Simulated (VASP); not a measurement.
SiC5, 6 atoms in the cell. Symmetry: P-62m, No. 189, hexagonal system. Conventional cell: a = 3.584 Å, b = 3.584 Å, c = 7.223 Å, α = 90.00°, β = 90.00°, γ = 120.00°. Within 2.7 Å of Si (site symmetry -62m) lie 6 C at 2.07 Å. Within 1.9 Å of C (site symmetry m2m) lie 2 C at 1.40 Å. C (site symmetry -6) has 3 C at 2.07 Å and 3 Si at 2.07 Å within 2.7 Å. 

- Program: VASP 6.6.1
- Task: single point
- Functional: PBE
- Potentials or basis: VASP PAW PBE potentials, release 64 (Si, C_h)
- Cutoff: 1300 eV
- k mesh: 6 × 6 × 4
- Occupations: gaussian, width 0.1 eV
- Spin: no spin polarisation
- Dipole correction: no
- Further INCAR settings: ALGO = Normal; EDIFF = 1e-06; NBANDS = 21

Potentials or basis: VASP PAW PBE potentials, release 64 (Si, C_h).

Command:

```bash
$ cat potpaw_PBE.64/Si/POTCAR potpaw_PBE.64/C_h/POTCAR > POTCAR
$ mpirun -np 1 vasp_std > vasp.out
```

Hardware: 1 thread of Intel(R) Xeon(R) 6975P-C (Granite Rapids) (shared host).

Q: How long does it take, and how much memory?

A: It took 82 s on 1 thread of Intel(R) Xeon(R) 6975P-C (Granite Rapids), on a shared host, peak memory 0.44 GiB. Counts: scf iterations 15, k points 21.
